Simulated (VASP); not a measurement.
Here is a VASP 6.6.1 calculation.

File INCAR:

```
SYSTEM = Si3N
PREC = Accurate
ENCUT = 520
EDIFF = 1E-7
ISMEAR = 0
SIGMA = 0.05
LREAL = .False.
LASPH = .True.
NELM = 60
ALGO = Normal
ISIF = 2
LWAVE = .False.
LCHARG = .False.
LDIPOL = .True.
IDIPOL = 3
DIPOL = 0.5 0.5 0.361
GGA = PE
IVDW = 12
NBANDS = 27
```

The input KPOINTS:

```
Automatic mesh
0
Gamma
  9 9 1
  0 0 0
```

The input POSCAR:

```
Si3N
1.0
    3.8155170197      0.0000000000      0.0000000000
   -1.9077585099      3.3043346676      0.0000000000
    0.0000000000      0.0000000000     25.7913833664
Si N
6 2
Direct
    0.6666666667      0.3333333333      0.1550905565
    0.3333333333      0.6666666667      0.1859793801
    0.3333333333      0.6666666667      0.2774751471
    0.6666666667      0.3333333333      0.3070263804
    0.6666666667      0.3333333333      0.3997350368
    0.3333333333      0.6666666667      0.4261649408
    0.3333333333      0.6666666667      0.5463601221
    0.3333333333      0.6666666667      0.5890100252
```

Potentials or basis: VASP PAW PBE potentials, release 64 (Si, N).

Command:

```sh
$ cat potpaw_PBE.64/Si/POTCAR potpaw_PBE.64/N/POTCAR > POTCAR
$ mpirun -np 1 vasp_std > vasp.out
```

Q: Estimate the band gap on the k mesh.

A: Zero (band 17 reaches 0.02 eV, above the bottom of band 18 at -0.05 eV).

Q: Predict the dispersion energy per atom.

A: -0.226 eV.

Q: Estimate the largest force.

A: 2.202 eV/Å.

Forces in eV/Å, atoms in the order of the input:
```
Si   0.000  0.000  0.485
Si   0.000  0.000 -0.593
Si   0.000  0.000  0.133
Si   0.000  0.000 -0.013
Si   0.000  0.000 -0.008
Si   0.000  0.000 -0.263
N    0.000  0.000 -1.943
N    0.000  0.000  2.202
```

Caveat: the standard files for N, O and F lose accuracy on very short bonds.
